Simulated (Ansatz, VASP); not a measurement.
## BN: VASP beside Ansatz

The input INCAR:

```
ALGO     = Normal         # electronic algorithm
DIPOL    = 0.5 0.5 0.500
EDIFF    = 1E-7           # SCF threshold, eV
ENCUT    = 520            # plane-wave cutoff, eV
GGA      = PE             # functional
IDIPOL   = 3            
ISIF     = 2              # what is computed and relaxed
ISMEAR   = 0              # smearing method
IVDW     = 12             # dispersion correction
LASPH    = T              # aspherical terms in the spheres
LCHARG   = F              # write CHGCAR
LDIPOL   = T            
LREAL    = F              # projectors in reciprocal space
LWAVE    = F              # write WAVECAR
NBANDS   = 11             # bands
NELM     = 100            # most SCF steps
PREC     = Accurate       # precision mode
SIGMA    = 0.02           # smearing width, eV
```

The input KPOINTS:

```
k-points
0
Gamma
  12 12 1
```

Contents of POSCAR:

```
BN
1.0
    2.4800000000      0.0000000000      0.0000000000
   -1.2400000000      2.1477430014      0.0000000000
    0.0000000000      0.0000000000     26.0000000000
B N
1 1
Direct
    0.0000000000      0.0000000000      0.5027500000
    0.6666666667      0.3333333333      0.4972500000
```

Input for Ansatz:

```yaml
crystal:
  lattice:
    - [2.48, 0.0, 0.0]
    - [-1.24, 2.1477430014, 0.0]
    - [0.0, 0.0, 26.0]
  atoms:
    - { symbol: B, position: [0.0, 0.0, 0.50275] }
    - { symbol: "N", position: [0.6666666667, 0.3333333333, 0.49725] }
  periodic: [true, true, false]
basis:
  ecutwfc: 420
kpoints:
  mp_grid: { grid: [12, 12, 1] }
hamiltonian:
  xc: pbe
  dispersion: d3bj
scf:
  occupations: { method: gaussian, width: 0.02 }
output:
  forces: true
  stress: true
  eigenvalues: true
```

Alike in both runs: task single point; functional PBE; dispersion D3(BJ); k mesh 12 × 12 × 1; occupations gaussian, width 0.02 eV; no spin polarisation.

|  | VASP | Ansatz |
| --- | --- | --- |
| version | VASP 6.6.1 | Ansatz 0.2.0 |
| potentials or method | VASP PAW PBE potentials, release 64 (B, N), cutoff 520 eV | scalar-relativistic, plane waves, PAW |
| valence electrons in the cell | 8 | 8 |

Ansatz gave:

```
gap on the k mesh at the Fermi level (eV) : 4.26
least direct gap on the mesh (eV)         : 4.63
rms of the force components (eV/Å)        : 1.174
```

Q: Which values does VASP return?

A: gap on the k mesh at the Fermi level (eV): 4.26; least direct gap on the mesh (eV): 4.63; rms of the force components (eV/Å): 1.178.

Atom by atom the forces differ by 0.004 eV/Å (rms over components).
